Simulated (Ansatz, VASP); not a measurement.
One calculation of BeS, two programs

```
Be S
1.0
     0.00000    2.42500    2.42500
     2.42500    0.00000    2.42500
     2.42500    2.42500    0.00000
Be S
1 1
Direct
  0.00000 0.00000 0.00000
  0.25000 0.25000 0.25000
```

Alike in both runs: task relaxation of cell and atoms; functional r2SCAN; k mesh 8 × 8 × 8; occupations gaussian, width 0.02 eV; no spin polarisation.

|  | VASP | Ansatz |
| --- | --- | --- |
| version | VASP 6.6.1 | Ansatz 0.2.0 |
| potentials or method | VASP PAW PBE potentials, release 64 (Be, S), cutoff 600 eV | scalar-relativistic, plane waves, PAW |
| valence electrons in the cell | 8 | 8 |

Ansatz gave:

```
gap on the k mesh at the Fermi level, each at its own relaxed structure (eV) : 3.59
relaxed volume (Å³/atom)                                                     : 14.42
relaxed cell length with the largest relative difference (Å)                 : 3.443
```

Task: Which values does VASP return?

Result: gap on the k mesh at the Fermi level, each at its own relaxed structure (eV): 3.60; relaxed volume (Å³/atom): 14.47; relaxed cell length with the largest relative difference (Å): 3.446.

VASP's potentials were made for PBE, not for r2SCAN.
